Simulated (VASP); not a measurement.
Write the native input for VASP 6.6.1 that does the following.

```yaml
Task: single point
Functional: PBE
Dispersion: D3(BJ)
Potentials_or_basis: VASP PAW PBE potentials, release 64 (O, Zr_sv, Si)
Cutoff: 520 eV
k_mesh: 9 × 9 × 1
Occupations: gaussian, width 0.05 eV
Spin: collinear spin
Starting_moments: "[0.0, 0.0, 0.0, 0.0, 0.0, 0.0, 2.0] μB"
Dipole_correction: yes
Further_INCAR_settings: ALGO = Normal; EDIFF = 1e-06; NBANDS = 39; NELMDL = -8
```

The structure of Zr2SiO4 lies in POSCAR:

```
Zr2SiO4
1.0
    3.5974414580      0.0000000000      0.0000000000
   -1.7987207290      3.1154756913      0.0000000000
    0.0000000000      0.0000000000     21.3728427344
O Zr Si
4 2 1
Direct
    0.0000000000      0.0000000000      0.1871533913
    0.3333333333      0.6666666667      0.2558690668
    0.6666666667      0.3333333333      0.3197992968
    0.0000000000      0.0000000000      0.3917514782
    0.6666666667      0.3333333333      0.2215112290
    0.3333333333      0.6666666667      0.3546358399
    0.1666666667      0.3333333333      0.4946858434
```

One way to write it, as run:

INCAR

```
SYSTEM = Zr2SiO4
  ALGO = Normal
  DIPOL = 0.5 0.5 0.318
  EDIFF = 1E-6
  ENCUT = 520
  GGA = PE
  GGA_COMPAT = .FALSE.
  IDIPOL = 3
  ISIF = 2
  ISMEAR = 0
  ISPIN = 2
  IVDW = 12
  LASPH = .TRUE.
  LCHARG = .TRUE.
  LDIPOL = .TRUE.
  LELF = .TRUE.
  LMAXMIX = 4
  LORBIT = 11
  LREAL = .FALSE.
  LVACPOTAV = .TRUE.
  LVHAR = .TRUE.
  LWAVE = .FALSE.
  MAGMOM = 0 0 0 0 0 0 2
  NBANDS = 39
  NELM = 200
  NELMDL = -8
  PREC = Accurate
  SIGMA = 0.05
```

KPOINTS

```
k-points
0
G
  9 9 1
  0 0 0
```

Potentials or basis: VASP PAW PBE potentials, release 64 (O, Zr_sv, Si).

Launch:

```sh
$ cat potpaw_PBE.64/O/POTCAR potpaw_PBE.64/Zr_sv/POTCAR potpaw_PBE.64/Si/POTCAR > POTCAR
$ mpirun -np 1 vasp_std > vasp.out
```

Results of the run:

- Largest force: 0.767 eV/Å
- Net moment: 0.30 μB per cell
- Site moments: O +0.00, +0.02 (each value once); Zr +0.00, +0.03; Si +0.06 μB
- Valence electrons inside the program's atomic spheres: O 5.02, 5.12, 5.11, 5.01; Zr 9.53; Si 1.46
- Dispersion energy per atom: -0.208 eV

Caveat: a moment this small can come from the mesh or the smearing.

Run time: 34 min on 1 thread of Oxide Virtual Turin-like Processor, with other jobs on the host, peak memory 0.63 GiB.
